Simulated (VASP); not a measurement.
**Ni: single point with PBE**

Ni:

```
Ni
1.0
     0.00000   -1.76775   -1.76775
    -3.53550   -1.76775   -1.76775
     0.00000    1.76775   -1.76775
Ni
2
Direct
  0.00000 0.00000 0.00000
  0.00000 0.50000 0.50000
```

```
Program                : VASP 6.6.1
Task                   : single point
Functional             : PBE
Potentials or basis    : VASP PAW PBE potentials, release 64 (Ni)
Cutoff                 : 520 eV
k mesh                 : 13 × 8 × 11
Occupations            : gaussian, width 0.1 eV
Spin                   : collinear spin, ferromagnetic start
Starting moments       : [0.74, 0.74] μB
Dipole correction      : no
Further INCAR settings : ALGO = Normal; EDIFF = 1e-07; NBANDS = 21; ISYM = 0
```

```yaml
Pressure: -2.9 GPa
Net_moment: 1.25 μB per cell
Site_moments: Ni +0.64 μB
Valence_electrons_inside_the_program's_atomic_spheres: Ni 9.28
```

Stress tensor (GPa, compression positive):
```
-2.79 -0.02 -0.02
-0.02 -2.99  0.01
-0.02  0.01 -2.99
```

Levels at points of the mesh, in eV from the Fermi level:
Spin up:
```tsv
k point	band 7	band 8	band 9	band 10	band 11	band 12	band 13	band 14	band 15	band 16
(0.00, 0.00, 0.00)	-1.24	-1.24	-0.55	-0.49	-0.48	2.44	9.08	14.68	14.68	19.53
(0.00, 0.50, 0.00)	-1.58	-1.58	-1.58	-1.58	-0.90	-0.90	19.06	19.06	19.06	19.06
```
Spin down:
```csv
k point,band 6,band 7,band 8,band 9,band 10,band 11,band 12,band 13,band 14,band 15
"(0.00, 0.00, 0.00)",-1.64,-0.66,-0.66,0.05,0.38,0.38,2.40,9.32,14.69,14.69
"(0.00, 0.50, 0.00)",-1.34,-0.79,-0.79,-0.79,-0.79,-0.31,-0.31,19.13,19.13,19.13
```

Run time: 7.8 min on 1 thread of Intel(R) Xeon(R) Platinum 8488C (Sapphire Rapids) (shared host), peak memory 0.44 GiB.
